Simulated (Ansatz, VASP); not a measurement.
# Ti in VASP and in Ansatz

```xyz
1
Lattice="0.0000 2.1924 2.1112 2.1924 0.0000 2.1112 2.1924 2.1924 0.0000" Properties=species:S:1:pos:R:3 pbc="T T T"
Ti    0.0000    0.0000    0.0000
```

Change from the starting cell: strain +0.080 along x and y, +0.040 along z, atoms carried along.

Alike in both runs: task single point; functional PBEsol; k mesh 20 × 20 × 20; occupations gaussian, width 0.15 eV; no spin polarisation.

|  | VASP | Ansatz |
| --- | --- | --- |
| version | VASP 6.6.1 | Ansatz 0.2.0 |
| potentials or method | VASP PAW PBE potentials, release 64 (Ti_sv), cutoff 520 eV | scalar-relativistic, plane waves, PAW |
| valence electrons in the cell | 12 | 12 |

VASP gave:

```
gap on the k mesh at the Fermi level (eV)                     : none
pressure (GPa)                                                : -15.8
traceless stress, the component that is largest in VASP (GPa) : 0.77
```

Q: Which values does Ansatz return?

A: gap on the k mesh at the Fermi level (eV): none; pressure (GPa): -15.9; traceless stress, the component that is largest in VASP (GPa): 0.76.

VASP's potentials were made for PBE, not for PBEsol. A gap of «none» marks a metal or a gap that the smearing closes.
